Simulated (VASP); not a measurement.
# SiF2 (P-3m1) in VASP: single point with r2SCAN

Aim: the single point of SiF2 with r2SCAN.

Program: VASP 6.6.1. These are calculated values, not measurements. Logs are shortened: lines on timing, memory, paths and dates and some standing lists are left out, and cuts for length are marked.

### 1 The cell of the first run

It takes space group P-3m1 (No. 164, trigonal). The conventional cell has a = 3.255 Å, b = 3.255 Å, c = 5.103 Å, α = 90.00°, β = 90.00°, γ = 120.00°. Si (site symmetry -3m) has 6 F at 2.32 Å within 3.1 Å. Within 3.1 Å of F (site symmetry 3m) lie 3 Si at 2.32 Å and 3 F at 3.05 Å.

### 2 Single point, r2SCAN

File POSCAR:

```
SiF2
1.0
    3.2552720000      0.0000000000      0.0000000000
   -1.6276360000      2.8191490000      0.0000000000
    0.0000000000      0.0000000000      5.1034750000
Si F
1 2
Direct
    0.0000000000      0.0000000000      0.0000000000
    0.3333300000      0.6666700000      0.2650000000
    0.6666700000      0.3333300000      0.7350000000
```

File INCAR.step1:

```
ALGO = Normal
EDIFF = 1E-4
ENCUT = 520
GGA = PE
ISMEAR = -4
LASPH = T
LCHARG = F
LREAL = F
LWAVE = T
NBANDS = 16
NELM = 100
PREC = Accurate
SIGMA = 0.1
```

File INCAR.step2:

```
ALGO = Normal
EDIFF = 1E-6
ENCUT = 520
ISIF = 2
ISMEAR = -4
ISTART = 1
LASPH = T
LCHARG = F
LMIXTAU = T
LREAL = F
LWAVE = F
METAGGA = R2SCAN
NBANDS = 16
NELM = 100
PREC = Accurate
SIGMA = 0.1
```

File KPOINTS:

```
k-points
0
Gamma
  6 6 4
```

Potentials or basis: VASP PAW PBE potentials, release 64 (Si, F).

On the command line:

```console
cat potpaw_PBE.64/Si/POTCAR potpaw_PBE.64/F/POTCAR > POTCAR
cp INCAR.step1 INCAR
mpirun -np 1 vasp_std > vasp.out
cp INCAR.step2 INCAR
mpirun -np 1 vasp_std > vasp.out
```

OUTCAR:

```text
EDIFF = 1E-6
   ENCUT = 520
   ISIF = 2
   ISMEAR = -4
   ISTART = 1
   LASPH = T
   LREAL = F
   METAGGA = R2SCAN
   NELM = 100
   PREC = Accurate

 ion  position               nearest neighbor table
   1  0.000  0.000  0.000-   2 2.32   3 2.32   3 2.32   2 2.32   3 2.32   2 2.32
   2  0.333  0.667  0.265-   1 2.32   1 2.32   1 2.32
   3  0.667  0.333  0.735-   1 2.32   1 2.32   1 2.32

  LATTYP: Found a hexagonal cell.
 ALAT       =     3.2552720000
 C/A-ratio  =     1.5677568572

  Lattice vectors:

 A1 = (   3.2552720000,   0.0000000000,   0.0000000000)
 A2 = (  -1.6276360000,   2.8191490000,   0.0000000000)
 A3 = (   0.0000000000,   0.0000000000,   5.1034750000)

Analysis of symmetry for initial positions (statically):
=====================================================================
 Subroutine PRICEL returns:
 Original cell was already a primitive cell.

 Routine SETGRP: Setting up the symmetry group for a
 hexagonal supercell.

 Subroutine GETGRP returns: Found  4 space group operations
 (whereof  4 operations were pure point group operations)
 out of a pool of 24 trial point group operations.

The static configuration has the point symmetry C_2h.

Analysis of symmetry for dynamics (positions and initial velocities):
=====================================================================
 Subroutine PRICEL returns:
 Original cell was already a primitive cell.

 Routine SETGRP: Setting up the symmetry group for a
 hexagonal supercell.

 Subroutine GETGRP returns: Found  4 space group operations
 (whereof  4 operations were pure point group operations)
 out of a pool of 24 trial point group operations.

The dynamic configuration has the point symmetry C_2h.

 Subroutine INISYM returns: Found  4 space group operations
 (whereof  4 operations are pure point group operations),
 and found     1 'primitive' translations

----------------------------------------------------------------------------------------

                                     Primitive cell

  volume of cell :      46.8351

  direct lattice vectors                    reciprocal lattice vectors
     3.255272000  0.000000000  0.000000000     0.307193992  0.177358487  0.000000000
    -1.627636000  2.819149000  0.000000000     0.000000000  0.354716973  0.000000000
     0.000000000  0.000000000  5.103475000     0.000000000  0.000000000  0.195944920

  length of vectors
     3.255272000  3.255272651  5.103475000     0.354717044  0.354716973  0.195944920

  position of ions in fractional coordinates (direct lattice)
     0.000000000  0.000000000  0.000000000
     0.333330000  0.666670000  0.265000000
     0.666670000  0.333330000  0.735000000

  ion indices of the primitive-cell ions
   primitive index   ion index
                 1           1
                 2           2
                 3           3

----------------------------------------------------------------------------------------

 KPOINTS: k-points

Automatic generation of k-mesh.
 Grid dimensions read from file:
 generate k-points for:    6    6    4

 Generating k-lattice:

  Cartesian coordinates                     Fractional coordinates (reciprocal lattice)
     0.051198999  0.029559748  0.000000000     0.166666667  0.000000000  0.000000000
     0.000000000  0.059119496  0.000000000     0.000000000  0.166666667  0.000000000
     0.000000000  0.000000000  0.048986230     0.000000000  0.000000000  0.250000000

  Length of vectors
     0.059119507  0.059119496  0.048986230

  Shift w.r.t. Gamma in fractional coordinates (k-lattice)
     0.000000000  0.000000000  0.000000000

 TETIRR: Found    216 inequivalent tetrahedra from      864

 Subroutine IBZKPT returns following result:
 ===========================================

 Found     47 irreducible k-points:

 Following reciprocal coordinates:
            Coordinates               Weight
  0.000000  0.000000  0.000000      1.000000
  0.166667  0.000000  0.000000      4.000000
 -0.166667  0.166667  0.000000      2.000000
  0.333333  0.000000  0.000000      4.000000
 -0.333333  0.333333  0.000000      2.000000
  0.500000  0.000000  0.000000      2.000000
[... 16 lines left out ...]
  0.500000  0.000000  0.250000      4.000000
  0.500000  0.500000  0.250000      2.000000
 [... further k-points ...]
   k-points           NKPTS =     47   k-points in BZ     NKDIM =     47   number of bands    NBANDS=     16
   number of dos      NEDOS =    301   number of ions     NIONS =      3
   total plane-waves  NPLWV =  23040
   dimension x,y,z NGX =    24 NGY =   24 NGZ =   40
   dimension x,y,z NGXF=    48 NGYF=   48 NGZF=   80
   ions per type =               1   2
   NGX,Y,Z   is equivalent  to a cutoff of  12.26, 12.26, 13.03 a.u.
   NGXF,Y,Z  is equivalent  to a cutoff of  24.51, 24.51, 26.06 a.u.
 SYSTEM =  unknown system
   PREC   = accura    normal or accurate (medium, high low for compatibility)
   ISTART =      1    job   : 0-new  1-cont  2-samecut
   ICHARG =      0    charge: 1-file 2-atom 10-const
   ISPIN  =      1    spin polarized calculation?
   LNONCOLLINEAR =      F non collinear calculations
   LSORBIT =      F    spin-orbit coupling
   LASPH  =      T    aspherical Exc in radial PAW
   ENCUT  =  520.0 eV  38.22 Ry    6.18 a.u.   6.05  6.05  9.49*2*pi/ulx,y,z
   NELM   =    100;   NELMIN=  2; NELMDL=  0     # of ELM steps
   EDIFF  = 0.1E-05   stopping-criterion for ELM
   LREAL  =      F    real-space projection
   EDIFFG = 0.1E-04   stopping-criterion for IOM
   NSW    =      0    number of steps for IOM
   IBRION =     -1    ionic relax: 0-MD 1-quasi-New 2-CG
   NFREE  =      0    steps in history (QN), initial steepest desc. (CG)
   ISIF   =      2    stress and relaxation
   ISYM   =      2    0-nonsym 1-usesym 2-fastsym
   POTIM  = 0.5000    time-step for ionic-motion
   TEBEG  =    0.0;   TEEND  =   0.0 temperature during run
   PSTRESS=    0.0 pullay stress
   NELECT =      18.0000    total number of electrons
   NUPDOWN=      -1.0000    fix difference up-down
   EMIN   =  10.00;   EMAX   =-10.00  energy-range for DOS
   EFERMI =   0.00;   METHOD = LEGACY
   ISMEAR =    -4;   SIGMA  =   0.10  broadening in eV -4-tet -1-fermi 0-gaus
   EFERMI_NEDOS =   21; number of points for ismear=-14 and -15
   IALGO  =     38    algorithm
   IMIX   =      4    mixing-type and parameters
     AMIX     =   0.40;   BMIX     =  1.00
     AMIX_MAG =   1.60;   BMIX_MAG =  1.00
  volume/ion in A,a.u.               =      15.61       105.35
  Fermi-wavevector in a.u.,A,eV,Ry     =   1.190260  2.249266 19.275636  1.416719
  Thomas-Fermi vector in A             =   2.326349
   LORBIT       =      0    0 simple, 1 ext, 2 COOP (PROOUT), +10 PAW based schemes
   METAGGA = R2SCAN    functional components
   LHFCALC =     F    Hartree Fock is set to
   AEXX    =    0.0000 exact exchange contribution
   IVDW    =     0    specifies the selected vdW correction
   LEPSILON=     F    determine dielectric tensor
   LRPA    =     F    only Hartree local field effects (RPA)
 non-spin polarized calculation
 Fermi weights with tetrahedron method witout Bloechl corrections
  energy-cutoff  :      520.00
  volume of cell :       46.84
 maximum number of plane-waves:      1284
   NGX = 13   NGY = 13   NGZ = 19

 number of electron      18.0000026 magnetization

 Free energy of the ion-electron system (eV)
  ---------------------------------------------------
  ext. energy  EPLUGINS =         0.00000000
  ---------------------------------------------------
  free energy    TOTEN  =       -18.96180993 eV

  energy without entropy =      -18.96180993  energy(sigma->0) =      -18.96180993

 E-fermi :   0.7202     XC(G=0):  -9.2295

 val. band max:        0.6645867422   @ k =   0.3333   0.3333   0.5000
 cond. band min:       3.2391405303   @ k =   0.5000   0.0000   0.0000
 fundamental gap:      2.5745537881
 Fermi energy:         0.7202188075

 k-point     1 :       0.0000    0.0000    0.0000
  band No.  band energies     occupation
      1     -23.0847      2.00000
      2     -22.7295      2.00000
      3      -7.1909      2.00000
      4      -2.8629      2.00000
      5      -2.8628      2.00000
      6      -2.7087      2.00000
[... 8 lines left out ...]
     15      13.7186      0.00000
     16      13.7228      0.00000

 k-point     2 :       0.1667    0.0000    0.0000
  band No.  band energies     occupation
      1     -23.0168      2.00000
      2     -22.7070      2.00000
      3      -7.0067      2.00000
      4      -3.5067      2.00000
      5      -3.1829      2.00000
      6      -3.0675      2.00000
[... 8 lines left out ...]
     15      14.8285      0.00000
     16      15.0891      0.00000

 k-point     3 :      -0.1667    0.1667    0.0000
  band No.  band energies     occupation
      1     -23.0168      2.00000
      2     -22.7070      2.00000
      3      -7.0067      2.00000
      4      -3.5067      2.00000
      5      -3.1829      2.00000
      6      -3.0674      2.00000
[... 8 lines left out ...]
     15      14.8285      0.00000
     16      15.0891      0.00000

 k-point     4 :       0.3333    0.0000    0.0000
  band No.  band energies     occupation
      1     -22.8659      2.00000
      2     -22.6733      2.00000
      3      -6.6213      2.00000
      4      -4.3450      2.00000
      5      -3.7049      2.00000
      6      -3.3642      2.00000
[... 8 lines left out ...]
     15      14.9951      0.00000
     16      17.0867      0.00000
[... 324 lines left out ...]
 k-point    22 :       0.3333   -0.3333    0.2500
  band No.  band energies     occupation
      1     -22.8420      2.00000
      2     -22.6974      2.00000
      3      -6.6931      2.00000
      4      -4.2361      2.00000
      5      -3.5709      2.00000
      6      -3.2948      2.00000
[... 8 lines left out ...]
     15      14.0350      0.00000
     16      17.0315      0.00000

 k-point    23 :       0.5000    0.0000    0.2500
  band No.  band energies     occupation
      1     -22.7564      2.00000
      2     -22.6879      2.00000
      3      -6.4490      2.00000
      4      -4.8528      2.00000
      5      -3.6253      2.00000
      6      -3.4290      2.00000
[... 8 lines left out ...]
     15      14.1068      0.00000
     16      16.7658      0.00000

 k-point    24 :       0.5000    0.5000    0.2500
  band No.  band energies     occupation
      1     -22.7564      2.00000
      2     -22.6879      2.00000
      3      -6.4490      2.00000
      4      -4.8528      2.00000
      5      -3.6253      2.00000
      6      -3.4290      2.00000
[... 8 lines left out ...]
     15      14.1069      0.00000
     16      16.7658      0.00000

 [... further k-points ...]
[... 5 lines left out ...]
  --------------------------------------------------------------------------------------
  -------------------------------------------------------------------------------------
  Total       -0.9292429     -0.9292938     -3.6938875     -0.0000436      0.0000078     -0.0000135
  in kB      -31.7883912    -31.7901323   -126.3638784     -0.0014932      0.0002659     -0.0004605
  external PRESSURE =     -63.3141340 kB  Pullay stress =       0.0000000 kB

 VOLUME and BASIS-vectors are now :
 -----------------------------------------------------------------------------
  energy-cutoff  :      520.00
  volume of cell :       46.84
      direct lattice vectors                 reciprocal lattice vectors
     3.255272000  0.000000000  0.000000000     0.307193992  0.177358487  0.000000000
    -1.627636000  2.819149000  0.000000000     0.000000000  0.354716973  0.000000000
     0.000000000  0.000000000  5.103475000     0.000000000  0.000000000  0.195944920

 POSITION                                       TOTAL-FORCE (eV/Angst)
 -----------------------------------------------------------------------------------
      0.00000      0.00000      0.00000         0.000000      0.000000      0.000000
     -0.00002      1.87944      1.35242        -0.000003      0.000002     -1.333092
      1.62765      0.93971      3.75105         0.000003     -0.000002      1.333092
 -----------------------------------------------------------------------------------
    total drift:                                0.000000     -0.000000      0.000000

  FREE ENERGIE OF THE ION-ELECTRON SYSTEM (eV)
  ---------------------------------------------------
  free  energy   TOTEN  =       -18.9618099285 eV

  energy  without entropy=      -18.9618099285  energy(sigma->0) =      -18.96180993
```

Wall time 51 s (1 thread of Intel Xeon 6975P-C (Granite Rapids), shared host); peak memory 0.17 GiB.

What came out:

* Free energy: -18.9618 eV
* Pressure: -6.3 GPa
* Largest force: 1.333 eV/Å
* Band gap on the k mesh: 2.57 eV, indirect (least direct gap 2.81 eV)

Forces in eV/Å, atoms in the order of the input:
```
Si   0.000  0.000  0.000
F    0.000  0.000 -1.333
F    0.000  0.000  1.333
```

Levels at points of the mesh, in eV from the valence-band top:
```tsv
k point	band 6	band 7	band 8	band 9	band 10	band 11	band 12	band 13
(0.00, 0.00, 0.00)	-3.37	-3.37	-3.27	-1.85	3.34	6.85	6.85	9.32
(0.50, 0.00, 0.00)	-4.16	-3.70	-3.46	-0.24	2.57	5.82	6.06	8.46
(0.50, 0.50, 0.00)	-4.16	-3.70	-3.46	-0.24	2.57	5.82	6.06	8.46
(0.00, 0.00, 0.50)	-3.45	-3.44	-3.44	-0.92	2.65	6.82	6.82	11.17
(0.50, 0.00, 0.50)	-4.00	-3.64	-3.57	-0.44	2.62	5.73	6.09	8.72
(0.50, 0.50, 0.50)	-4.00	-3.64	-3.57	-0.44	2.62	5.73	6.09	8.72
```

Caveat: the PAW data sets were made with another functional, which shifts forces and pressure a little. r2SCAN opens gaps a little over a GGA but as a rule still falls short of measured ones.
